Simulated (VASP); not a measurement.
# Zn (P6_3/mmc) in VASP: further runs

Zn is run at these levels: r2SCAN; tasks: single point.

All numbers are computed with VASP 6.6.1; they aren't measurements. Logs are shortened: lines on timing, memory, paths and dates and some standing lists are left out, and cuts for length are marked.

### Step 1. The cell of the first run

The structure is hexagonal, space group P6_3/mmc (No. 194). The conventional cell has a = 2.714 Å, b = 2.714 Å, c = 10.135 Å, α = 90.00°, β = 90.00°, γ = 120.00°. Zn (site symmetry -3m) has 12 Zn at 2.71 to 2.98 Å within 3.6 Å. Zn (site symmetry -6m2) has 12 Zn at 2.71 to 2.98 Å within 3.6 Å.

### Step 2. Single point, r2SCAN (16.16 Å³/atom)

File POSCAR:

```
Zn
1.0
    2.7141184791      0.0000000000      0.0000000000
   -1.3570592395      2.3504955518      0.0000000000
    0.0000000000      0.0000000000     10.1345842933
Zn
4
Direct
    0.0000000000      0.0000000000      1.0000000000
    0.0000000000      1.0000000000      0.5000000000
    0.3333333333      0.6666666667      0.2500000000
    0.6666666667      0.3333333333      0.7500000000
```

File INCAR.step1:

```
  PREC = Accurate
  ENCUT = 520
  ISMEAR = -1
  SIGMA = 0.1
  LREAL = False
  LASPH = True
  NELM = 100
  NBANDS = 32
  GGA = PE
  ALGO = Normal
  EDIFF = 1E-4
  LWAVE = True
  LCHARG = False
```

File INCAR.step2:

```
  PREC = Accurate
  ENCUT = 520
  EDIFF = 1E-7
  ISMEAR = -1
  SIGMA = 0.1
  LREAL = False
  LASPH = True
  NELM = 100
  ALGO = Normal
  ISIF = 2
  LWAVE = False
  LCHARG = True
  METAGGA = R2SCAN
  LMIXTAU = True
  LELF = True
  LVHAR = True
  NBANDS = 32
  ISTART = 1
```

File KPOINTS:

```
Automatic mesh
0
Gamma
  16 16 4
```

Potentials or basis: VASP PAW PBE potentials, release 64 (Zn).

The run is started by

```sh
> cat potpaw_PBE.64/Zn/POTCAR > POTCAR
> cp INCAR.step1 INCAR
> mpirun -np 1 vasp_std > vasp.out
> cp INCAR.step2 INCAR
> mpirun -np 1 vasp_std > vasp.out
```

OUTCAR:

```text
PREC = Accurate
   ENCUT = 520
   EDIFF = 1E-7
   ISMEAR = -1
   LREAL = False
   LASPH = True
   NELM = 100
   ISIF = 2
   METAGGA = R2SCAN
   ISTART = 1

 ion  position               nearest neighbor table
   1  0.000  0.000  0.000-   3 2.98   4 2.98   3 2.98   4 2.98   4 2.98   3 2.98
   2  0.000  0.000  0.500-   3 2.98   4 2.98   3 2.98   4 2.98   4 2.98   3 2.98
   3  0.333  0.667  0.250-   1 2.98   2 2.98   1 2.98   2 2.98   1 2.98   2 2.98
   4  0.667  0.333  0.750-   1 2.98   2 2.98   1 2.98   2 2.98   1 2.98   2 2.98

  LATTYP: Found a hexagonal cell.
 ALAT       =     2.7141184791
 C/A-ratio  =     3.7340242776

  Lattice vectors:

 A1 = (   2.7141184791,   0.0000000000,   0.0000000000)
 A2 = (  -1.3570592395,   2.3504955518,   0.0000000000)
 A3 = (   0.0000000000,   0.0000000000,  10.1345842933)

Analysis of symmetry for initial positions (statically):
=====================================================================
 Subroutine PRICEL returns:
 Original cell was already a primitive cell.

 Routine SETGRP: Setting up the symmetry group for a
 hexagonal supercell.

 Subroutine GETGRP returns: Found 24 space group operations
 (whereof 12 operations were pure point group operations)
 out of a pool of 24 trial point group operations.

The static configuration has the point symmetry D_3d.
 The point group associated with its full space group is D_6h.

Analysis of symmetry for dynamics (positions and initial velocities):
=====================================================================
 Subroutine PRICEL returns:
 Original cell was already a primitive cell.

 Routine SETGRP: Setting up the symmetry group for a
 hexagonal supercell.

 Subroutine GETGRP returns: Found 24 space group operations
 (whereof 12 operations were pure point group operations)
 out of a pool of 24 trial point group operations.

The dynamic configuration has the point symmetry D_3d.
 The point group associated with its full space group is D_6h.

 Subroutine INISYM returns: Found 24 space group operations
 (whereof 12 operations are pure point group operations),
 and found     1 'primitive' translations

----------------------------------------------------------------------------------------

                                     Primitive cell

  volume of cell :      64.6538

  direct lattice vectors                    reciprocal lattice vectors
     2.714118479  0.000000000  0.000000000     0.368443754  0.212721100  0.000000000
    -1.357059240  2.350495552  0.000000000     0.000000000  0.425442201  0.000000000
     0.000000000  0.000000000 10.134584293     0.000000000  0.000000000  0.098672029

  length of vectors
     2.714118479  2.714118479 10.134584293     0.425442201  0.425442201  0.098672029

  position of ions in fractional coordinates (direct lattice)
     0.000000000  0.000000000  0.000000000
     0.000000000  0.000000000  0.500000000
     0.333333333  0.666666667  0.250000000
     0.666666667  0.333333333  0.750000000

  ion indices of the primitive-cell ions
   primitive index   ion index
                 1           1
                 2           2
                 3           3
                 4           4

----------------------------------------------------------------------------------------

 KPOINTS: Automatic mesh

Automatic generation of k-mesh.
 Grid dimensions read from file:
 generate k-points for:   16   16    4

 Generating k-lattice:

  Cartesian coordinates                     Fractional coordinates (reciprocal lattice)
     0.023027735  0.013295069  0.000000000     0.062500000 -0.000000000  0.000000000
     0.000000000  0.026590138  0.000000000     0.000000000  0.062500000  0.000000000
     0.000000000  0.000000000  0.024668007     0.000000000  0.000000000  0.250000000

  Length of vectors
     0.026590138  0.026590138  0.024668007

  Shift w.r.t. Gamma in fractional coordinates (k-lattice)
     0.000000000  0.000000000  0.000000000

 Subroutine IBZKPT returns following result:
 ===========================================

 Found     90 irreducible k-points:

 Following reciprocal coordinates:
            Coordinates               Weight
  0.000000  0.000000  0.000000      1.000000
  0.062500  0.000000  0.000000      6.000000
  0.125000  0.000000  0.000000      6.000000
  0.187500  0.000000  0.000000      6.000000
  0.250000  0.000000  0.000000      6.000000
  0.312500  0.000000  0.000000      6.000000
[... 16 lines left out ...]
  0.187500  0.187500  0.000000      6.000000
  0.250000  0.187500  0.000000     12.000000
 [... further k-points ...]
   k-points           NKPTS =     90   k-points in BZ     NKDIM =     90   number of bands    NBANDS=     32
   number of dos      NEDOS =    301   number of ions     NIONS =      4
   total plane-waves  NPLWV =  32000
   dimension x,y,z NGX =    20 NGY =   20 NGZ =   80
   dimension x,y,z NGXF=    40 NGYF=   40 NGZF=  160
   ions per type =               4
   NGX,Y,Z   is equivalent  to a cutoff of  12.25, 12.25, 13.12 a.u.
   NGXF,Y,Z  is equivalent  to a cutoff of  24.50, 24.50, 26.25 a.u.
 SYSTEM =  unknown system
   PREC   = accura    normal or accurate (medium, high low for compatibility)
   ISTART =      1    job   : 0-new  1-cont  2-samecut
   ICHARG =      0    charge: 1-file 2-atom 10-const
   ISPIN  =      1    spin polarized calculation?
   LNONCOLLINEAR =      F non collinear calculations
   LSORBIT =      F    spin-orbit coupling
   LASPH  =      T    aspherical Exc in radial PAW
   ENCUT  =  520.0 eV  38.22 Ry    6.18 a.u.   5.05  5.05 18.84*2*pi/ulx,y,z
   NELM   =    100;   NELMIN=  2; NELMDL=  0     # of ELM steps
   EDIFF  = 0.1E-06   stopping-criterion for ELM
   LREAL  =      F    real-space projection
   EDIFFG = 0.1E-05   stopping-criterion for IOM
   NSW    =      0    number of steps for IOM
   IBRION =     -1    ionic relax: 0-MD 1-quasi-New 2-CG
   NFREE  =      0    steps in history (QN), initial steepest desc. (CG)
   ISIF   =      2    stress and relaxation
   ISYM   =      2    0-nonsym 1-usesym 2-fastsym
   POTIM  = 0.5000    time-step for ionic-motion
   TEBEG  =    0.0;   TEEND  =   0.0 temperature during run
   PSTRESS=    0.0 pullay stress
   NELECT =      48.0000    total number of electrons
   NUPDOWN=      -1.0000    fix difference up-down
   EMIN   =  10.00;   EMAX   =-10.00  energy-range for DOS
   EFERMI =   0.00;   METHOD = LEGACY
   ISMEAR =    -1;   SIGMA  =   0.10  broadening in eV -4-tet -1-fermi 0-gaus
   EFERMI_NEDOS =   21; number of points for ismear=-14 and -15
   IALGO  =     38    algorithm
   IMIX   =      4    mixing-type and parameters
     AMIX     =   0.40;   BMIX     =  1.00
     AMIX_MAG =   1.60;   BMIX_MAG =  1.00
  volume/ion in A,a.u.               =      16.16       109.08
  Fermi-wavevector in a.u.,A,eV,Ry     =   1.482372  2.801277 29.897803  2.197427
  Thomas-Fermi vector in A             =   2.596166
   LORBIT       =      0    0 simple, 1 ext, 2 COOP (PROOUT), +10 PAW based schemes
   METAGGA = R2SCAN    functional components
   LHFCALC =     F    Hartree Fock is set to
   AEXX    =    0.0000 exact exchange contribution
   IVDW    =     0    specifies the selected vdW correction
   LEPSILON=     F    determine dielectric tensor
   LRPA    =     F    only Hartree local field effects (RPA)
 non-spin polarized calculation
  energy-cutoff  :      520.00
  volume of cell :       64.65
 maximum number of plane-waves:      1766
   NGX = 11   NGY = 11   NGZ = 37

 number of electron      48.0000029 magnetization

 Free energy of the ion-electron system (eV)
  ---------------------------------------------------
  ext. energy  EPLUGINS =         0.00000000
  ---------------------------------------------------
  free energy    TOTEN  =       -35.41050798 eV

  energy without entropy =      -35.38635054  energy(sigma->0) =      -35.39842926

 E-fermi :   2.5814     XC(G=0): -12.2607

 val. band max:        2.5790254756   @ k =   0.5000   0.0000   0.0000
 cond. band min:       2.5986623116   @ k =   0.3125   0.0000   0.0000
 fundamental gap:      0.0196368360
 Fermi energy:         2.5813886819

 k-point     1 :       0.0000    0.0000    0.0000
  band No.  band energies     occupation
      1      -7.8107      2.00000
      2      -6.5936      2.00000
      3      -6.5888      2.00000
      4      -6.1470      2.00000
      5      -5.4979      2.00000
      6      -5.2836      2.00000
[... 24 lines left out ...]
     31      20.3839      0.00000
     32      21.1193      0.00000

 k-point     2 :       0.0625    0.0000    0.0000
  band No.  band energies     occupation
      1      -7.6935      2.00000
      2      -6.4981      2.00000
      3      -6.4933      2.00000
      4      -6.0991      2.00000
      5      -5.4849      2.00000
      6      -5.2981      2.00000
[... 24 lines left out ...]
     31      19.4224      0.00000
     32      19.7185      0.00000

 k-point     3 :       0.1250    0.0000    0.0000
  band No.  band energies     occupation
      1      -7.3478      2.00000
      2      -6.2359      2.00000
      3      -6.2313      2.00000
      4      -5.9720      2.00000
      5      -5.4522      2.00000
      6      -5.3578      2.00000
[... 24 lines left out ...]
     31      16.8592      0.00000
     32      17.7227      0.00000

 k-point     4 :       0.1875    0.0000    0.0000
  band No.  band energies     occupation
      1      -6.8022      2.00000
      2      -5.9186      2.00000
      3      -5.9180      2.00000
      4      -5.8181      2.00000
      5      -5.4483      2.00000
      6      -5.4210      2.00000
[... 654 lines left out ...]
     31       9.5537      0.00000
     32      11.1503      0.00000

 k-point    23 :       0.1875    0.1875    0.0000
  band No.  band energies     occupation
      1      -5.6193      2.00000
      2      -5.5835      2.00000
      3      -5.5716      2.00000
      4      -5.5443      2.00000
      5      -5.5373      2.00000
      6      -5.4891      2.00000
[... 24 lines left out ...]
     31      10.5116      0.00000
     32      10.5546      0.00000

 k-point    24 :       0.2500    0.1875    0.0000
  band No.  band energies     occupation
      1      -5.6629      2.00000
      2      -5.6433      2.00000
      3      -5.6271      2.00000
      4      -5.5608      2.00000
      5      -5.5392      2.00000
      6      -5.5010      2.00000
[... 24 lines left out ...]
     31       9.6910      0.00000
     32      10.9269      0.00000

 [... further k-points ...]

------------------------ aborting loop because EDIFF is reached ----------------------------------------

  FORCE on cell =-STRESS in cart. coord.  units (eV):
  Direction    XX          YY          ZZ          XY          YZ          ZX
  --------------------------------------------------------------------------------------
  -------------------------------------------------------------------------------------
  Total       -3.2868513     -3.2868513     -2.2565982     -0.0000000     -0.0000000      0.0000000
  in kB      -81.4510087    -81.4510087    -55.9204490     -0.0000000     -0.0000000      0.0000000
  external PRESSURE =     -72.9408221 kB  Pullay stress =       0.0000000 kB

 VOLUME and BASIS-vectors are now :
 -----------------------------------------------------------------------------
  energy-cutoff  :      520.00
  volume of cell :       64.65
      direct lattice vectors                 reciprocal lattice vectors
     2.714118479  0.000000000  0.000000000     0.368443754  0.212721100  0.000000000
    -1.357059240  2.350495552  0.000000000     0.000000000  0.425442201  0.000000000
     0.000000000  0.000000000 10.134584293     0.000000000  0.000000000  0.098672029

 POSITION                                       TOTAL-FORCE (eV/Angst)
 -----------------------------------------------------------------------------------
      0.00000      0.00000      0.00000        -0.000000      0.000000      0.000000
      0.00000      0.00000      5.06729        -0.000000      0.000000      0.000000
     -0.00000      1.56700      2.53365         0.000000     -0.000000      0.000000
      1.35706      0.78350      7.60094         0.000000      0.000000     -0.000000
 -----------------------------------------------------------------------------------
    total drift:                                0.000000     -0.000000      0.000000

  FREE ENERGIE OF THE ION-ELECTRON SYSTEM (eV)
  ---------------------------------------------------
  free  energy   TOTEN  =       -35.4105079826 eV

  energy  without entropy=      -35.3863505443  energy(sigma->0) =      -35.39842926
```

Wall time 8.1 min (1 thread of Intel Xeon 8259CL, shared host); peak memory 0.27 GiB.

Results:

* Free energy: -35.4105 eV
* Pressure: -7.3 GPa
* Band gap on the k mesh: zero (bands 24 and 25 overlap by 4.43 eV)

Stress tensor (GPa, compression positive):
```
-8.15  0.00  0.00
 0.00 -8.15  0.00
 0.00  0.00 -5.59
```

Caveat: the cell stands under tension; the PAW data sets were made with another functional, which shifts forces and pressure a little.

### Step 3. Single point, r2SCAN

This run uses another cell than the first one, of 14.43 Å³/atom.

File POSCAR:

```
Zn
1.0
    2.6135017449      0.0000000000      0.0000000000
   -1.3067508724      2.2633589039      0.0000000000
    0.0000000000      0.0000000000      9.7588789650
Zn
4
Direct
    0.0000000000      0.0000000000      1.0000000000
    0.0000000000      1.0000000000      0.5000000000
    0.3333333333      0.6666666667      0.2500000000
    0.6666666667      0.3333333333      0.7500000000
```

File INCAR.step1:

```
PREC     = Accurate       # precision mode
ENCUT    = 520            # plane-wave cutoff, eV
ISMEAR   = -1             # smearing method
SIGMA    = 0.1            # smearing width, eV
LREAL    = F              # projectors in reciprocal space
LASPH    = T              # aspherical terms in the spheres
NELM     = 80             # most SCF steps
NBANDS   = 32             # bands
GGA      = PE             # functional
ALGO     = Normal         # electronic algorithm
EDIFF    = 1E-4           # SCF threshold, eV
LWAVE    = T              # write WAVECAR
LCHARG   = F              # write CHGCAR
```

File INCAR.step2:

```
PREC     = Accurate       # precision mode
ENCUT    = 520            # plane-wave cutoff, eV
EDIFF    = 1E-6           # SCF threshold, eV
ISMEAR   = -1             # smearing method
SIGMA    = 0.1            # smearing width, eV
LREAL    = F              # projectors in reciprocal space
LASPH    = T              # aspherical terms in the spheres
NELM     = 80             # most SCF steps
ALGO     = Normal         # electronic algorithm
ISIF     = 2              # what is computed and relaxed
LWAVE    = F              # write WAVECAR
LCHARG   = F              # write CHGCAR
METAGGA  = R2SCAN         # meta-GGA
LMIXTAU  = T            
NBANDS   = 32             # bands
ISTART   = 1
```

File KPOINTS:

```
regular mesh
0
Gamma
  18 18 5
```

Potentials or basis: VASP PAW PBE potentials, release 64 (Zn).

The run is started by

```sh
> cat potpaw_PBE.64/Zn/POTCAR > POTCAR
> cp INCAR.step1 INCAR
> mpirun -np 1 vasp_std > vasp.out
> cp INCAR.step2 INCAR
> mpirun -np 1 vasp_std > vasp.out
```

OUTCAR:

```text
PREC = Accurate
   ENCUT = 520
   EDIFF = 1E-6
   ISMEAR = -1
   LREAL = F
   LASPH = T
   NELM = 80
   ISIF = 2
   METAGGA = R2SCAN
   ISTART = 1

 ion  position               nearest neighbor table
   1  0.000  0.000  0.000-   3 2.87   4 2.87   3 2.87   4 2.87   4 2.87   3 2.87
   2  0.000  0.000  0.500-   3 2.87   4 2.87   3 2.87   4 2.87   4 2.87   3 2.87
   3  0.333  0.667  0.250-   1 2.87   2 2.87   1 2.87   2 2.87   1 2.87   2 2.87
   4  0.667  0.333  0.750-   1 2.87   2 2.87   1 2.87   2 2.87   1 2.87   2 2.87

  LATTYP: Found a hexagonal cell.
[... 1042 lines left out ...]
  --------------------------------------------------------------------------------------
  -------------------------------------------------------------------------------------
  Total       -0.1363257     -0.1363257      0.6660888     -0.0000000      0.0000000      0.0000000
  in kB       -3.7836597     -3.7836597     18.4870058     -0.0000000      0.0000000      0.0000000
  external PRESSURE =       3.6398955 kB  Pullay stress =       0.0000000 kB

 VOLUME and BASIS-vectors are now :
 -----------------------------------------------------------------------------
  energy-cutoff  :      520.00
  volume of cell :       57.73
      direct lattice vectors                 reciprocal lattice vectors
     2.613501745  0.000000000  0.000000000     0.382628403  0.220910612  0.000000000
    -1.306750872  2.263358904  0.000000000     0.000000000  0.441821223  0.000000000
     0.000000000  0.000000000  9.758878965     0.000000000  0.000000000  0.102470786

 POSITION                                       TOTAL-FORCE (eV/Angst)
 -----------------------------------------------------------------------------------
      0.00000      0.00000      0.00000         0.000000      0.000000      0.000000
      0.00000      0.00000      4.87944         0.000000      0.000000      0.000000
     -0.00000      1.50891      2.43972        -0.000000     -0.000000      0.000000
      1.30675      0.75445      7.31916         0.000000      0.000000      0.000000
 -----------------------------------------------------------------------------------
    total drift:                                0.000000     -0.000000     -0.000000

  FREE ENERGIE OF THE ION-ELECTRON SYSTEM (eV)
  ---------------------------------------------------
  free  energy   TOTEN  =       -35.5729572012 eV

  energy  without entropy=      -35.5524390924  energy(sigma->0) =      -35.56269815
```

OSZICAR.step1:

```text
N       E                     dE             d eps       ncg     rms          rms(c)
DAV:   1     0.296430264694E+03    0.29643E+03   -0.23464E+04  7248   0.244E+03
DAV:   2     0.144807244034E+02   -0.28195E+03   -0.26727E+03  7128   0.407E+02
DAV:   3    -0.460823448172E+01   -0.19089E+02   -0.18903E+02  8176   0.116E+02
DAV:   4    -0.484061684971E+01   -0.23238E+00   -0.23230E+00  7792   0.141E+01
DAV:   5    -0.484101013113E+01   -0.39328E-03   -0.39327E-03  8320   0.506E-01    0.635E+00
DAV:   6    -0.439657351548E+01    0.44444E+00   -0.20282E+00  8192   0.235E+01    0.465E+00
DAV:   7    -0.437601061478E+01    0.20563E-01   -0.73452E-02  8280   0.376E+00    0.242E+00
DAV:   8    -0.436573332723E+01    0.10277E-01   -0.50330E-03  9704   0.184E+00    0.109E-01
DAV:   9    -0.436566360125E+01    0.69726E-04   -0.10033E-03  9320   0.990E-01    0.469E-02
DAV:  10    -0.436568308936E+01   -0.19488E-04   -0.25574E-04  5760   0.356E-01
   1 F= -.43656831E+01 E0= -.43536696E+01  d E =-.240270E-01
```

Wall time 12 min (1 thread of Intel Xeon 8259CL, shared host); peak memory 0.28 GiB.

Results:

```
Free energy            : -35.5730 eV
Pressure               : 0.4 GPa
Band gap on the k mesh : zero (bands 24 and 25 overlap by 4.95 eV)
```

Stress tensor (GPa, compression positive):
```
-0.38  0.00  0.00
 0.00 -0.38  0.00
 0.00  0.00  1.85
```

Levels at points of the mesh, in eV from the Fermi level:
```tsv
k point	band 20	band 21	band 22	band 23	band 24	band 25	band 26	band 27	band 28	band 29
(0.00, 0.00, 0.00)	-7.64	-7.64	-7.53	-7.53	-4.16	-3.21	4.83	4.84	14.61	18.29
(0.50, 0.00, 0.00)	-7.31	-3.16	-2.65	-2.20	-1.83	0.11	0.21	3.32	4.26	4.28
```

Caveat: the PAW data sets were made with another functional, which shifts forces and pressure a little.

The gap in the log of VASP goes by the Fermi energy; the results here count the filled bands.